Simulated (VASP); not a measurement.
# Li4Hg4Rh (I4/mmm) in VASP: single point with r2SCAN

Aim: the single point of Li4Hg4Rh with r2SCAN.

All numbers are computed with VASP 6.6.1; they aren't measurements. Logs are shortened: lines on timing, memory, paths and dates and some standing lists are left out, and cuts for length are marked.

**1. The cell of the first run**

The structure is tetragonal, space group I4/mmm (No. 139). Conventional cell: a = 8.597 Å, b = 8.597 Å, c = 4.241 Å, α = 90.00°, β = 90.00°, γ = 90.00°. Li (site symmetry m2m) has 4 Li at 2.65 to 3.15 Å and 2 Rh at 2.83 Å and 6 Hg at 2.87 to 2.98 Å within 3.5 Å. Within 3.6 Å of Hg (site symmetry m2m) lie 1 Rh at 2.73 Å and 6 Li at 2.87 to 2.98 Å and 5 Hg at 3.07 to 3.14 Å. Rh (site symmetry 4/mmm) has 4 Hg at 2.73 Å and 8 Li at 2.83 Å within 3.6 Å.

**2. Single point, r2SCAN**

POSCAR

```
Li4Hg4Rh
1.0
    0.0000000000      0.0000002665      4.2407461119
    4.2985655366     -4.2985654034      2.1203733261
    4.2985655366      4.2985654034     -2.1203733261
Li Hg Rh
4 4 1
Direct
    0.3458733515     -0.0000002907      0.6917464122
    0.3458730607      0.3082535878     -0.0000002907
    0.6541266485      1.0000002907      0.3082535878
    0.6541269393      0.6917464122      1.0000002907
    0.3172882091      0.6827090353      0.3172854535
   -0.0000027556      0.6827145465      0.6827090353
    0.6827117909      0.3172909647      0.6827145465
    1.0000027556      0.3172854535      0.3172909647
    0.0000000000      0.0000000000      0.0000000000
```

INCAR.step1

```
SYSTEM = Li4Hg4Rh
PREC = Accurate
ENCUT = 520
ISMEAR = 1
SIGMA = 0.0133
LREAL = .False.
LASPH = .True.
NELM = 80
NBANDS = 48
GGA = PE
ALGO = Normal
EDIFF = 1E-4
LWAVE = .True.
LCHARG = .False.
```

INCAR.step2

```
SYSTEM = Li4Hg4Rh
PREC = Accurate
ENCUT = 520
EDIFF = 1E-6
ISMEAR = 1
SIGMA = 0.0133
LREAL = .False.
LASPH = .True.
NELM = 80
ALGO = Normal
ISIF = 2
LWAVE = .False.
LCHARG = .False.
METAGGA = R2SCAN
LMIXTAU = .True.
NBANDS = 48
ISTART = 1
```

KPOINTS

```
Automatic mesh
0
Gamma
  4 4 4
  0 0 0
```

Potentials or basis: VASP PAW PBE potentials, release 64 (Li_sv, Hg, Rh_pv).

Started as:

```
$ cat potpaw_PBE.64/Li_sv/POTCAR potpaw_PBE.64/Hg/POTCAR potpaw_PBE.64/Rh_pv/POTCAR > POTCAR
$ cp INCAR.step1 INCAR
$ mpirun -np 1 vasp_std > vasp.out
$ cp INCAR.step2 INCAR
$ mpirun -np 1 vasp_std > vasp.out
```

OUTCAR:

```text
SYSTEM = Li4Hg4Rh
   PREC = Accurate
   ENCUT = 520
   EDIFF = 1E-6
   ISMEAR = 1
   LREAL = .False.
   LASPH = .True.
   NELM = 80
   ISIF = 2
   METAGGA = R2SCAN
   ISTART = 1

 ion  position               nearest neighbor table
   1  0.346  1.000  0.692-   9 2.83   9 2.83   6 2.87   6 2.87   7 2.87   7 2.87   8 2.98   5 2.98

   2  0.346  0.308  1.000-   9 2.83   9 2.83   7 2.87   7 2.87   8 2.87   8 2.87   5 2.98   6 2.98

   3  0.654  0.000  0.308-   9 2.83   9 2.83   8 2.87   8 2.87   5 2.87   5 2.87   6 2.98   7 2.98

   4  0.654  0.692  0.000-   9 2.83   9 2.83   5 2.87   5 2.87   6 2.87   6 2.87   7 2.98   8 2.98

   5  0.317  0.683  0.317-   9 2.73   4 2.87   4 2.87   3 2.87   3 2.87   2 2.98   1 2.98   8 3.07
                             6 3.07   6 3.07   8 3.07   7 3.14   8 3.86   6 3.86
   6  1.000  0.683  0.683-   9 2.73   1 2.87   1 2.87   4 2.87   4 2.87   3 2.98   2 2.98   7 3.07
                             5 3.07   5 3.07   7 3.07   8 3.14   7 3.86   5 3.86
   7  0.683  0.317  0.683-   9 2.73   2 2.87   2 2.87   1 2.87   1 2.87   4 2.98   3 2.98   6 3.07
                             8 3.07   8 3.07   6 3.07   5 3.14   6 3.86   8 3.86
   8  0.000  0.317  0.317-   9 2.73   3 2.87   3 2.87   2 2.87   2 2.87   1 2.98   4 2.98   7 3.07
                             5 3.07   7 3.07   5 3.07   6 3.14   5 3.86   7 3.86
   9  0.000  0.000  0.000-   6 2.73   8 2.73   7 2.73   5 2.73   3 2.83   1 2.83   4 2.83   2 2.83
                             4 2.83   2 2.83   3 2.83   1 2.83

  LATTYP: Found a body centered tetragonal cell.
 ALAT       =     8.5971310732
 C/A-ratio  =     0.4932745675

  Lattice vectors:

 A1 = (   4.2985655366,  -4.2985656699,  -2.1203727858)
 A2 = (  -4.2985655366,   4.2985654034,  -2.1203733261)
 A3 = (   4.2985655366,   4.2985656699,   2.1203727858)

Analysis of symmetry for initial positions (statically):
=====================================================================
 Subroutine PRICEL returns:
 Original cell was already a primitive cell.

 Routine SETGRP: Setting up the symmetry group for a
 body centered tetragonal supercell.

 Subroutine GETGRP returns: Found 16 space group operations
 (whereof 16 operations were pure point group operations)
 out of a pool of 16 trial point group operations.

The static configuration has the point symmetry D_4h.

Analysis of symmetry for dynamics (positions and initial velocities):
=====================================================================
 Subroutine PRICEL returns:
 Original cell was already a primitive cell.

 Routine SETGRP: Setting up the symmetry group for a
 body centered tetragonal supercell.

 Subroutine GETGRP returns: Found 16 space group operations
 (whereof 16 operations were pure point group operations)
 out of a pool of 16 trial point group operations.

The dynamic configuration has the point symmetry D_4h.

 Subroutine INISYM returns: Found 16 space group operations
 (whereof 16 operations are pure point group operations),
 and found     1 'primitive' translations

----------------------------------------------------------------------------------------

                                     Primitive cell

  volume of cell :     156.7182

  direct lattice vectors                    reciprocal lattice vectors
     0.000000000  0.000000267  4.240746112     0.000000000  0.116317888  0.235807554
     4.298565537 -4.298565403  2.120373326     0.116317873 -0.116317873  0.000000007
     4.298565537  4.298565403 -2.120373326     0.116317873  0.116317873 -0.000000007

  length of vectors
     4.240746112  6.438269429  6.438269429     0.262935455  0.164498313  0.164498313

  position of ions in fractional coordinates (direct lattice)
     0.345873352  0.999999709  0.691746412
     0.345873061  0.308253588  0.999999709
     0.654126648  0.000000291  0.308253588
     0.654126939  0.691746412  0.000000291
     0.317288209  0.682709035  0.317285453
     0.999997244  0.682714547  0.682709035
     0.682711791  0.317290965  0.682714547
     0.000002756  0.317285453  0.317290965
     0.000000000  0.000000000  0.000000000

  ion indices of the primitive-cell ions
   primitive index   ion index
                 1           1
                 2           2
                 3           3
                 4           4
                 5           5
                 6           6
                 7           7
                 8           8
                 9           9

----------------------------------------------------------------------------------------

 KPOINTS: Automatic mesh

Automatic generation of k-mesh.
 Grid dimensions read from file:
 generate k-points for:    4    4    4

 Generating k-lattice:

  Cartesian coordinates                     Fractional coordinates (reciprocal lattice)
     0.000000000  0.029079472  0.058951889     0.250000000 -0.000000000  0.000000000
     0.029079468 -0.029079468  0.000000002     0.000000000  0.250000000  0.000000000
     0.029079468  0.029079468 -0.000000002     0.000000000  0.000000000  0.250000000

  Length of vectors
     0.065733864  0.041124578  0.041124578

  Shift w.r.t. Gamma in fractional coordinates (k-lattice)
     0.000000000  0.000000000  0.000000000

 Subroutine IBZKPT returns following result:
 ===========================================

 Found     13 irreducible k-points:

 Following reciprocal coordinates:
            Coordinates               Weight
  0.000000  0.000000  0.000000      1.000000
  0.250000  0.000000 -0.000000      8.000000
  0.500000  0.000000 -0.000000      4.000000
  0.000000  0.250000  0.000000      4.000000
  0.500000  0.250000  0.000000      8.000000
 -0.250000  0.250000  0.000000     16.000000
  0.000000  0.500000  0.000000      2.000000
  0.000000  0.250000  0.250000      4.000000
  0.500000  0.250000  0.250000      2.000000
  0.000000  0.500000  0.250000      4.000000
  0.250000  0.500000  0.250000      8.000000
  0.500000 -0.250000  0.250000      2.000000
  0.000000  0.500000  0.500000      1.000000
   k-points           NKPTS =     13   k-points in BZ     NKDIM =     13   number of bands    NBANDS=     48
   number of dos      NEDOS =    301   number of ions     NIONS =      9
   total plane-waves  NPLWV =  73728
   dimension x,y,z NGX =    32 NGY =   48 NGZ =   48
   dimension x,y,z NGXF=    64 NGYF=   96 NGZF=   96
   ions per type =               4   4   1
   NGX,Y,Z   is equivalent  to a cutoff of  12.54, 12.39, 12.39 a.u.
   NGXF,Y,Z  is equivalent  to a cutoff of  25.09, 24.79, 24.79 a.u.
 SYSTEM =  Li4Hg4Rh
   PREC   = accura    normal or accurate (medium, high low for compatibility)
   ISTART =      1    job   : 0-new  1-cont  2-samecut
   ICHARG =      0    charge: 1-file 2-atom 10-const
   ISPIN  =      1    spin polarized calculation?
   LNONCOLLINEAR =      F non collinear calculations
   LSORBIT =      F    spin-orbit coupling
   LASPH  =      T    aspherical Exc in radial PAW
   ENCUT  =  520.0 eV  38.22 Ry    6.18 a.u.   7.88 11.97 11.97*2*pi/ulx,y,z
   NELM   =     80;   NELMIN=  2; NELMDL=  0     # of ELM steps
   EDIFF  = 0.1E-05   stopping-criterion for ELM
   LREAL  =      F    real-space projection
   EDIFFG = 0.1E-04   stopping-criterion for IOM
   NSW    =      0    number of steps for IOM
   IBRION =     -1    ionic relax: 0-MD 1-quasi-New 2-CG
   NFREE  =      0    steps in history (QN), initial steepest desc. (CG)
   ISIF   =      2    stress and relaxation
   ISYM   =      2    0-nonsym 1-usesym 2-fastsym
   POTIM  = 0.5000    time-step for ionic-motion
   TEBEG  =    0.0;   TEEND  =   0.0 temperature during run
   PSTRESS=    0.0 pullay stress
   NELECT =      75.0000    total number of electrons
   NUPDOWN=      -1.0000    fix difference up-down
   EMIN   =  10.00;   EMAX   =-10.00  energy-range for DOS
   EFERMI =   0.00;   METHOD = LEGACY
   ISMEAR =     1;   SIGMA  =   0.01  broadening in eV -4-tet -1-fermi 0-gaus
   EFERMI_NEDOS =   21; number of points for ismear=-14 and -15
   IALGO  =     38    algorithm
   IMIX   =      4    mixing-type and parameters
     AMIX     =   0.40;   BMIX     =  1.00
     AMIX_MAG =   1.60;   BMIX_MAG =  1.00
  volume/ion in A,a.u.               =      17.41       117.51
  Fermi-wavevector in a.u.,A,eV,Ry     =   1.280527  2.419845 22.310151  1.639750
  Thomas-Fermi vector in A             =   2.412950
   LORBIT       =      0    0 simple, 1 ext, 2 COOP (PROOUT), +10 PAW based schemes
   METAGGA = R2SCAN    functional components
   LHFCALC =     F    Hartree Fock is set to
   AEXX    =    0.0000 exact exchange contribution
   IVDW    =     0    specifies the selected vdW correction
   LEPSILON=     F    determine dielectric tensor
   LRPA    =     F    only Hartree local field effects (RPA)
 non-spin polarized calculation
 Methfessel and Paxton  Order N= 1 SIGMA  =   0.01
  energy-cutoff  :      520.00
  volume of cell :      156.72
 maximum number of plane-waves:      4240
   NGX = 15   NGY = 23   NGZ = 23

 number of electron      74.9999996 magnetization

 Free energy of the ion-electron system (eV)
  ---------------------------------------------------
  ext. energy  EPLUGINS =         0.00000000
  ---------------------------------------------------
  free energy    TOTEN  =      -233.51876156 eV

  energy without entropy =     -233.51746592  energy(sigma->0) =     -233.51832968

 E-fermi :   3.6251     XC(G=0): -11.0606

 val. band max:        3.5358532094   @ k =   0.5000   0.2500   0.2500
 cond. band min:       3.6264852014   @ k =  -0.2500   0.2500   0.0000
 fundamental gap:      0.0906319920
 Fermi energy:         3.6251220221

 k-point     1 :       0.0000    0.0000    0.0000
  band No.  band energies     occupation
      1     -44.4096      2.00000
      2     -44.3922      2.00000
      3     -44.3922      2.00000
      4     -44.3822      2.00000
      5     -43.3895      2.00000
      6     -43.3895      2.00000
[... 40 lines left out ...]
     47       9.5738      0.00000
     48       9.5753      0.00000
[... 610 lines left out ...]
     47       9.7401      0.00000
     48      10.1587      0.00000

------------------------ aborting loop because EDIFF is reached ----------------------------------------

  FORCE on cell =-STRESS in cart. coord.  units (eV):
  Direction    XX          YY          ZZ          XY          YZ          ZX
  --------------------------------------------------------------------------------------
  -------------------------------------------------------------------------------------
  Total        0.1889197      0.1889197     -0.0061408      0.0000000     -0.0000000      0.0000000
  in kB        1.9313834      1.9313834     -0.0627795      0.0000000     -0.0000001      0.0000000
  external PRESSURE =       1.2666625 kB  Pullay stress =       0.0000000 kB

 VOLUME and BASIS-vectors are now :
 -----------------------------------------------------------------------------
  energy-cutoff  :      520.00
  volume of cell :      156.72
      direct lattice vectors                 reciprocal lattice vectors
     0.000000000  0.000000267  4.240746112     0.000000000  0.116317888  0.235807554
     4.298565537 -4.298565403  2.120373326     0.116317873 -0.116317873  0.000000007
     4.298565537  4.298565403 -2.120373326     0.116317873  0.116317873 -0.000000007

 POSITION                                       TOTAL-FORCE (eV/Angst)
 -----------------------------------------------------------------------------------
      7.27208     -1.32505      2.12037        -0.026782     -0.026782      0.000000
      5.62361      2.97352     -0.00000         0.026782     -0.026782      0.000000
      1.32505      1.32505      2.12037         0.026782      0.026782     -0.000000
      2.97352     -2.97352      4.24075        -0.026782      0.026782     -0.000000
      4.29854     -1.57080      2.12037         0.000000      0.001639     -0.000000
      5.86936     -0.00002      4.24075        -0.001639      0.000000      0.000000
      4.29859      1.57080      2.12037        -0.000000     -0.001639      0.000000
      2.72777      0.00002     -0.00000         0.001639     -0.000000     -0.000000
      0.00000      0.00000      0.00000         0.000000      0.000000      0.000000
 -----------------------------------------------------------------------------------
    total drift:                               -0.000000      0.000000     -0.000000

  FREE ENERGIE OF THE ION-ELECTRON SYSTEM (eV)
  ---------------------------------------------------
  free  energy   TOTEN  =      -233.5187615628 eV

  energy  without entropy=     -233.5174659198  energy(sigma->0) =     -233.51832968
```

Run time: 14 min. Hardware: 1 thread of AMD EPYC 7R13, shared host; peak memory 0.3 GiB.

What came out:

```
Free energy   : -233.5188 eV
Largest force : 0.038 eV/Å
```

Forces on the atoms (eV/Å):
```
Li  -0.027 -0.027  0.000
Li   0.027 -0.027  0.000
Li   0.027  0.027  0.000
Li  -0.027  0.027  0.000
Hg   0.000  0.002  0.000
Hg  -0.002  0.000  0.000
Hg   0.000 -0.002  0.000
Hg   0.002  0.000  0.000
Rh   0.000  0.000  0.000
```

Caveat: the k points lie up to 0.41 Å⁻¹ apart; the cutoff is under 1.25 times the usual one of these potentials, so pressure, stress and relaxed cells hold a basis-set (Pulay) error; the PAW data sets were made with another functional, which shifts forces and pressure a little; spin-orbit coupling is left out, which moves the levels of the heavy elements.
